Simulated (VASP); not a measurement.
# NbRu3 (Pm-3m) in VASP: a series of runs, part 2 of 2

VASP 6.6.1.

## Step 3: Single point, LDA (14.46 Å³/atom)

This run uses another cell than the first one, of 14.46 Å³/atom.

File INCAR:

```
ALGO = Normal
EDIFF = 1E-6
ENCUT = 520
GGA = CA
ISIF = 2
ISMEAR = -1
LASPH = True
LCHARG = False
LREAL = False
LWAVE = False
NBANDS = 36
NELM = 80
PREC = Accurate
SIGMA = 0.05
```

File KPOINTS:

```
k-points
0
Gamma
  9 9 9
```

File POSCAR:

```
NbRu3
1.0
    3.8670233144      0.0000000000      0.0000000000
    0.0000000000      3.8670233144      0.0000000000
    0.0000000000      0.0000000000      3.8670233144
Nb Ru
1 3
Direct
    0.0000000000      0.0000000000      0.0000000000
    0.0000000000      0.5000000000      0.5000000000
    0.5000000000      0.0000000000      0.5000000000
    0.5000000000      0.5000000000      0.0000000000
```

Potentials or basis: VASP PAW LDA potentials, release 64 (Nb_sv, Ru_pv).

Started as:

```
$ cat potpaw_LDA.64/Nb_sv/POTCAR potpaw_LDA.64/Ru_pv/POTCAR > POTCAR
$ mpirun -np 1 vasp_std > vasp.out
```

OUTCAR:

```text
EDIFF = 1E-6
   ENCUT = 520
   GGA = CA
   ISIF = 2
   ISMEAR = -1
   LASPH = True
   LREAL = False
   NELM = 80
   PREC = Accurate

 ion  position               nearest neighbor table
   1  0.000  0.000  0.000-   2 2.73   3 2.73   4 2.73   2 2.73   3 2.73   2 2.73   4 2.73   2 2.73
                             3 2.73   4 2.73   3 2.73   4 2.73
   2  0.000  0.500  0.500-   1 2.73   3 2.73   4 2.73   1 2.73   4 2.73   1 2.73   3 2.73   1 2.73
                             3 2.73   4 2.73   4 2.73   3 2.73
   3  0.500  0.000  0.500-   1 2.73   2 2.73   4 2.73   1 2.73   4 2.73   2 2.73   4 2.73   4 2.73
                             1 2.73   2 2.73   1 2.73   2 2.73
   4  0.500  0.500  0.000-   1 2.73   2 2.73   3 2.73   2 2.73   3 2.73   1 2.73   3 2.73   3 2.73
                             1 2.73   2 2.73   2 2.73   1 2.73

  LATTYP: Found a simple cubic cell.
 ALAT       =     3.8670233144

  Lattice vectors:

 A1 = (   3.8670233144,   0.0000000000,   0.0000000000)
 A2 = (   0.0000000000,   3.8670233144,   0.0000000000)
 A3 = (   0.0000000000,   0.0000000000,   3.8670233144)

Analysis of symmetry for initial positions (statically):
=====================================================================
 Subroutine PRICEL returns:
 Original cell was already a primitive cell.

 Routine SETGRP: Setting up the symmetry group for a
 simple cubic supercell.

 Subroutine GETGRP returns: Found 48 space group operations
 (whereof 48 operations were pure point group operations)
 out of a pool of 48 trial point group operations.

The static configuration has the point symmetry O_h .

Analysis of symmetry for dynamics (positions and initial velocities):
=====================================================================
 Subroutine PRICEL returns:
 Original cell was already a primitive cell.

 Routine SETGRP: Setting up the symmetry group for a
 simple cubic supercell.

 Subroutine GETGRP returns: Found 48 space group operations
 (whereof 48 operations were pure point group operations)
 out of a pool of 48 trial point group operations.

[... 124 lines left out ...]
     AMIX_MAG =   1.60;   BMIX_MAG =  1.00
  volume/ion in A,a.u.               =      14.46        97.56
  Fermi-wavevector in a.u.,A,eV,Ry     =   1.609974  3.042410 35.266535  2.592017
  Thomas-Fermi vector in A             =   2.705599
   LORBIT       =      0    0 simple, 1 ext, 2 COOP (PROOUT), +10 PAW based schemes
   GGA     = CA    functional components
   LHFCALC =     F    Hartree Fock is set to
   AEXX    =    0.0000 exact exchange contribution
   IVDW    =     0    specifies the selected vdW correction
   LEPSILON=     F    determine dielectric tensor
   LRPA    =     F    only Hartree local field effects (RPA)
 non-spin polarized calculation
  energy-cutoff  :      520.00
  volume of cell :       57.83
 maximum number of plane-waves:      1572
 NGX is ok and might be reduce to    30
   NGX = 15   NGY = 15   NGZ = 15

 number of electron      55.0000020 magnetization

 Free energy of the ion-electron system (eV)
  ---------------------------------------------------
  ext. energy  EPLUGINS =         0.00000000
  ---------------------------------------------------
  free energy    TOTEN  =       -43.80060618 eV

  energy without entropy =      -43.75644558  energy(sigma->0) =      -43.77852588

 E-fermi :  12.1953     XC(G=0): -13.9697

 val. band max:       12.1752620688   @ k =   0.3333   0.2222   0.1111
 cond. band min:      12.1974309089   @ k =   0.4444   0.4444   0.3333
 fundamental gap:      0.0221688401
 Fermi energy:        12.1952642578

 k-point     1 :       0.0000    0.0000    0.0000
  band No.  band energies     occupation
      1     -42.2162      2.00000
      2     -30.3456      2.00000
      3     -30.3456      2.00000
      4     -30.3456      2.00000
      5     -29.9441      2.00000
      6     -29.9441      2.00000
[... 925 lines left out ...]
     35      16.1653      0.00000
     36      18.8443      0.00000

 [... further k-points ...]

------------------------ aborting loop because EDIFF is reached ----------------------------------------

  FORCE on cell =-STRESS in cart. coord.  units (eV):
  Direction    XX          YY          ZZ          XY          YZ          ZX
  --------------------------------------------------------------------------------------
  -------------------------------------------------------------------------------------
  Total       -3.0070354     -3.0070354     -3.0070354     -0.0000000     -0.0000000      0.0000000
  in kB      -83.3141481    -83.3141481    -83.3141481     -0.0000000     -0.0000000      0.0000000
  external PRESSURE =     -83.3141481 kB  Pullay stress =       0.0000000 kB

 VOLUME and BASIS-vectors are now :
 -----------------------------------------------------------------------------
  energy-cutoff  :      520.00
  volume of cell :       57.83
      direct lattice vectors                 reciprocal lattice vectors
     3.867023314  0.000000000  0.000000000     0.258596838  0.000000000  0.000000000
     0.000000000  3.867023314  0.000000000     0.000000000  0.258596838  0.000000000
     0.000000000  0.000000000  3.867023314     0.000000000  0.000000000  0.258596838

 POSITION                                       TOTAL-FORCE (eV/Angst)
 -----------------------------------------------------------------------------------
      0.00000      0.00000      0.00000         0.000000      0.000000      0.000000
      0.00000      1.93351      1.93351         0.000000      0.000000      0.000000
      1.93351      0.00000      1.93351         0.000000      0.000000      0.000000
      1.93351      1.93351      0.00000         0.000000      0.000000      0.000000
 -----------------------------------------------------------------------------------
    total drift:                                0.000000      0.000000     -0.000000

  FREE ENERGIE OF THE ION-ELECTRON SYSTEM (eV)
  ---------------------------------------------------
  free  energy   TOTEN  =       -43.8006061849 eV

  energy  without entropy=      -43.7564455823  energy(sigma->0) =      -43.77852588
```

Run time: 34 s. Hardware: 1 thread of Intel Xeon 6975P-C (Granite Rapids), shared host; peak memory 0.18 GiB.

Results:

- Free energy: -43.8006 eV
- Pressure: -8.3 GPa
- Band gap on the k mesh: zero (an odd number of electrons rules out a gap without spin polarisation)

Levels at points of the mesh, in eV from the Fermi level:
```csv
k point,band 25,band 26,band 27,band 28,band 29,band 30,band 31,band 32
"(0.00, 0.00, 0.00)",0.49,1.82,2.35,2.35,2.35,3.69,3.69,4.04
```

Caveat: the cell stands under tension.

## Step 4: Single point, LDA (14.89 Å³/atom)

This run uses another cell than the first one, of 14.89 Å³/atom.

File INCAR:

```
  PREC = Accurate
  ENCUT = 520
  EDIFF = 1E-6
  ISMEAR = -1
  SIGMA = 0.05
  LREAL = False
  LASPH = True
  NELM = 80
  ALGO = Normal
  ISIF = 2
  LWAVE = False
  LCHARG = False
  GGA = CA
  NBANDS = 36
```

File KPOINTS:

```
regular mesh
0
Gamma
  9 9 9
```

File POSCAR:

```
NbRu3
1.0
    3.9056961131      0.0000000000      0.0000000000
    0.0000000000      3.9056961131      0.0000000000
    0.0000000000      0.0000000000      3.9056961131
Nb Ru
1 3
Direct
    0.0000000000      0.0000000000      0.0000000000
    0.0000000000      0.5000000000      0.5000000000
    0.5000000000      0.0000000000      0.5000000000
    0.5000000000      0.5000000000      0.0000000000
```

Started as:

```
$ cat potpaw_LDA.64/Nb_sv/POTCAR potpaw_LDA.64/Ru_pv/POTCAR > POTCAR
$ mpirun -np 1 vasp_std > vasp.out
```

Wall time 38 s (1 thread of Intel Xeon 6975P-C (Granite Rapids), shared host); peak memory 0.18 GiB.

Results (log left out):

- Free energy: -43.6686 eV
- Pressure: -15.9 GPa
- Band gap on the k mesh: zero (an odd number of electrons rules out a gap without spin polarisation)

Levels at points of the mesh, in eV from the Fermi level:
| k point | band 24 | band 25 | band 26 | band 27 | band 28 | band 29 | band 30 | band 31 | band 32 | band 33 |
| --- | --- | --- | --- | --- | --- | --- | --- | --- | --- | --- |
| (0.00, 0.00, 0.00) | 0.47 | 0.47 | 1.73 | 2.24 | 2.24 | 2.24 | 3.54 | 3.54 | 3.91 | 3.91 |

Caveat: the cell stands under tension.

## Step 5: Single point, LDA (15.48 Å³/atom)

This run uses another cell than the first one, of 15.48 Å³/atom.

File INCAR:

```
SYSTEM = NbRu3
  PREC = Accurate
  ENCUT = 520
  EDIFF = 1E-6
  ISMEAR = -1
  SIGMA = 0.05
  LREAL = .False.
  LASPH = .True.
  NELM = 100
  ALGO = Normal
  ISIF = 2
  LWAVE = .False.
  LCHARG = .True.
  GGA = CA
  LELF = .True.
  LVHAR = .True.
  NBANDS = 36
```

File KPOINTS:

```
regular mesh
0
Gamma
  9 9 9
  0 0 0
```

File POSCAR:

```
NbRu3
1.0
    3.9560977510      0.0000000000      0.0000000000
    0.0000000000      3.9560977510      0.0000000000
    0.0000000000      0.0000000000      3.9560977510
Nb Ru
1 3
Direct
    0.0000000000      0.0000000000      0.0000000000
    0.0000000000      0.5000000000      0.5000000000
    0.5000000000      0.0000000000      0.5000000000
    0.5000000000      0.5000000000      0.0000000000
```

Potentials or basis: VASP PAW LDA potentials, release 64 (Nb_sv, Ru_pv).

Started as:

```
$ cat potpaw_LDA.64/Nb_sv/POTCAR potpaw_LDA.64/Ru_pv/POTCAR > POTCAR
$ mpirun -np 1 vasp_std > vasp.out
```

OUTCAR:

```text
SYSTEM = NbRu3
   PREC = Accurate
   ENCUT = 520
   EDIFF = 1E-6
   ISMEAR = -1
   LREAL = .False.
   LASPH = .True.
   NELM = 100
   ISIF = 2
   GGA = CA

 ion  position               nearest neighbor table
   1  0.000  0.000  0.000-   2 2.80   3 2.80   4 2.80   2 2.80   3 2.80   2 2.80   4 2.80   2 2.80
                             3 2.80   4 2.80   3 2.80   4 2.80
   2  0.000  0.500  0.500-   1 2.80   3 2.80   4 2.80   1 2.80   4 2.80   1 2.80   3 2.80   1 2.80
                             3 2.80   4 2.80   4 2.80   3 2.80
   3  0.500  0.000  0.500-   1 2.80   2 2.80   4 2.80   1 2.80   4 2.80   2 2.80   4 2.80   4 2.80
                             1 2.80   2 2.80   1 2.80   2 2.80
   4  0.500  0.500  0.000-   1 2.80   2 2.80   3 2.80   2 2.80   3 2.80   1 2.80   3 2.80   3 2.80
                             1 2.80   2 2.80   2 2.80   1 2.80

  LATTYP: Found a simple cubic cell.
 ALAT       =     3.9560977510

  Lattice vectors:

 A1 = (   3.9560977510,   0.0000000000,   0.0000000000)
 A2 = (   0.0000000000,   3.9560977510,   0.0000000000)
 A3 = (   0.0000000000,   0.0000000000,   3.9560977510)

Analysis of symmetry for initial positions (statically):
=====================================================================
 Subroutine PRICEL returns:
 Original cell was already a primitive cell.

 Routine SETGRP: Setting up the symmetry group for a
 simple cubic supercell.

 Subroutine GETGRP returns: Found 48 space group operations
 (whereof 48 operations were pure point group operations)
 out of a pool of 48 trial point group operations.

The static configuration has the point symmetry O_h .

Analysis of symmetry for dynamics (positions and initial velocities):
=====================================================================
 Subroutine PRICEL returns:
 Original cell was already a primitive cell.

 Routine SETGRP: Setting up the symmetry group for a
[... 127 lines left out ...]
   IALGO  =     38    algorithm
   IMIX   =      4    mixing-type and parameters
     AMIX     =   0.40;   BMIX     =  1.00
     AMIX_MAG =   1.60;   BMIX_MAG =  1.00
  volume/ion in A,a.u.               =      15.48       104.46
  Fermi-wavevector in a.u.,A,eV,Ry     =   1.573725  2.973908 33.696310  2.476609
  Thomas-Fermi vector in A             =   2.674966
   LORBIT       =      0    0 simple, 1 ext, 2 COOP (PROOUT), +10 PAW based schemes
   GGA     = CA    functional components
   LHFCALC =     F    Hartree Fock is set to
   AEXX    =    0.0000 exact exchange contribution
   IVDW    =     0    specifies the selected vdW correction
   LEPSILON=     F    determine dielectric tensor
   LRPA    =     F    only Hartree local field effects (RPA)
 non-spin polarized calculation
  energy-cutoff  :      520.00
  volume of cell :       61.92
 maximum number of plane-waves:      1743
 NGX is ok and might be reduce to    30
   NGX = 15   NGY = 15   NGZ = 15

 number of electron      54.9999971 magnetization

 Free energy of the ion-electron system (eV)
  ---------------------------------------------------
  ext. energy  EPLUGINS =         0.00000000
  ---------------------------------------------------
  free energy    TOTEN  =       -43.37641138 eV

  energy without entropy =      -43.32903907  energy(sigma->0) =      -43.35272523

 E-fermi :  11.0676     XC(G=0): -13.5725

 val. band max:       11.0573439387   @ k =   0.3333   0.2222   0.1111
 cond. band min:      11.0835915601   @ k =   0.3333   0.1111   0.0000
 fundamental gap:      0.0262476215
 Fermi energy:        11.0675918905

 k-point     1 :       0.0000    0.0000    0.0000
  band No.  band energies     occupation
      1     -43.4807      2.00000
      2     -31.3371      2.00000
      3     -31.3371      2.00000
      4     -31.3371      2.00000
      5     -31.0134      2.00000
      6     -31.0134      2.00000
[... 925 lines left out ...]
     35      14.6598      0.00000
     36      17.1689      0.00000

 [... further k-points ...]

------------------------ aborting loop because EDIFF is reached ----------------------------------------

  FORCE on cell =-STRESS in cart. coord.  units (eV):
  Direction    XX          YY          ZZ          XY          YZ          ZX
  --------------------------------------------------------------------------------------
  -------------------------------------------------------------------------------------
  Total       -9.3386906     -9.3386906     -9.3386906     -0.0000000     -0.0000000      0.0000000
  in kB     -241.6548567   -241.6548567   -241.6548567     -0.0000000     -0.0000000      0.0000000
  external PRESSURE =    -241.6548567 kB  Pullay stress =       0.0000000 kB

 VOLUME and BASIS-vectors are now :
 -----------------------------------------------------------------------------
  energy-cutoff  :      520.00
  volume of cell :       61.92
      direct lattice vectors                 reciprocal lattice vectors
     3.956097751  0.000000000  0.000000000     0.252774341  0.000000000  0.000000000
     0.000000000  3.956097751  0.000000000     0.000000000  0.252774341  0.000000000
     0.000000000  0.000000000  3.956097751     0.000000000  0.000000000  0.252774341

 POSITION                                       TOTAL-FORCE (eV/Angst)
 -----------------------------------------------------------------------------------
      0.00000      0.00000      0.00000         0.000000      0.000000      0.000000
      0.00000      1.97805      1.97805         0.000000      0.000000      0.000000
      1.97805      0.00000      1.97805         0.000000      0.000000      0.000000
      1.97805      1.97805      0.00000         0.000000      0.000000      0.000000
 -----------------------------------------------------------------------------------
    total drift:                                0.000000      0.000000     -0.000000

  FREE ENERGIE OF THE ION-ELECTRON SYSTEM (eV)
  ---------------------------------------------------
  free  energy   TOTEN  =       -43.3764113811 eV

  energy  without entropy=      -43.3290390741  energy(sigma->0) =      -43.35272523
```

stdout:

```text
POSCAR found type information on POSCAR NbRu
 POSCAR found :  2 types and       4 ions
 scaLAPACK will be used
 LDA part: xc-table for (Slater(with rela. corr.)+CA(PZ))
 , standard interpolation
 POSCAR, INCAR and KPOINTS ok, starting setup
 FFT: planning ... GRIDC
 FFT: planning ... GRID_SOFT
 FFT: planning ... GRID
 WAVECAR not read
 entering main loop
```

Wall time 37 s (1 thread of Intel Xeon 6975P-C (Granite Rapids), shared host); peak memory 0.19 GiB.

Results:

```yaml
Free_energy: -43.3764 eV
Pressure: -24.2 GPa
Band_gap_on_the_k_mesh: zero (an odd number of electrons rules out a gap without spin polarisation)
```

Caveat: the cell stands under tension.

## Step 6: The runs side by side

| cell | gap on the mesh (eV) | pressure (GPa) |
| --- | --- | --- |
| a = 3.828 Å, 4 atoms | none | 0.7 |
| a = 3.867 Å, 4 atoms | none | -8.3 |
| a = 3.906 Å, 4 atoms | none | -15.9 |
| a = 3.956 Å, 4 atoms | none | -24.2 |

Alike in all rows: task single point; level LDA; potentials or basis VASP PAW LDA potentials, release 64 (Nb_sv, Ru_pv); no spin polarisation; k mesh 9 × 9 × 9; cutoff (eV) 520; smearing fermi-dirac 0.05 eV.

Caveats: the cell stands under tension (at least some runs).

Total energies depend on the potentials used, so only differences within one code and one set of settings carry meaning.
